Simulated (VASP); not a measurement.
Set up this calculation in VASP 6.6.1, as the native input.

| Quantity | Value |
| --- | --- |
| Task | single point |
| Functional | LDA |
| Potentials or basis | VASP PAW LDA potentials, release 64 (Ta_pv, H) |
| Cutoff | 520 eV |
| k mesh | 6 × 6 × 1 |
| Occupations | gaussian, width 0.1 eV |
| Spin | no spin polarisation |
| Dipole correction | yes |
| Further INCAR settings | ALGO = Normal; EDIFF = 1e-06; NBANDS = 44 |

The structure of Ta3H lies in POSCAR:

```
Ta3H
1.0
    4.6002247492      0.0000000000      0.0000000000
   -2.3001123746      3.9839114959      0.0000000000
    0.0000000000      0.0000000000     22.4017722044
Ta H
6 2
Direct
    0.6666666667      0.3333333333      0.1785573018
    0.3333333333      0.6666666667      0.2204743848
    0.0000000000      0.0000000000      0.2623914678
    0.6666666667      0.3333333333      0.3016814391
    0.3333333333      0.6666666667      0.3385386112
    0.0000000000      0.0000000000      0.3750494438
    0.2626846112      0.6666666667      0.4237063085
    0.4039820555      0.6666666667      0.4237063085
```

The input as run:

INCAR

```
ALGO = Normal
DIPOL = 0.5 0.5 0.316
EDIFF = 1E-6
ENCUT = 520
IDIPOL = 3
ISIF = 2
ISMEAR = 0
LASPH = True
LCHARG = False
LDIPOL = True
LREAL = False
LWAVE = False
NBANDS = 44
NELM = 80
PREC = Accurate
SIGMA = 0.1
```

KPOINTS

```
k-points
0
Gamma
  6 6 1
```

Potentials or basis: VASP PAW LDA potentials, release 64 (Ta_pv, H).

Command:

```console
$ cat potpaw_LDA.64/Ta_pv/POTCAR potpaw_LDA.64/H/POTCAR > POTCAR
$ mpirun -np 1 vasp_std > vasp.out
```

Results of the run:

The largest force is 8.138 eV/Å and the band gap on the k mesh is zero (bands 34 and 35 overlap by 0.16 eV).

Caveat: spin-orbit coupling is left out, which moves the levels of the heavy elements.

It took 5.2 min on 1 thread of Intel(R) Xeon(R) 6975P-C (Granite Rapids), on a shared host, peak memory 0.47 GiB.
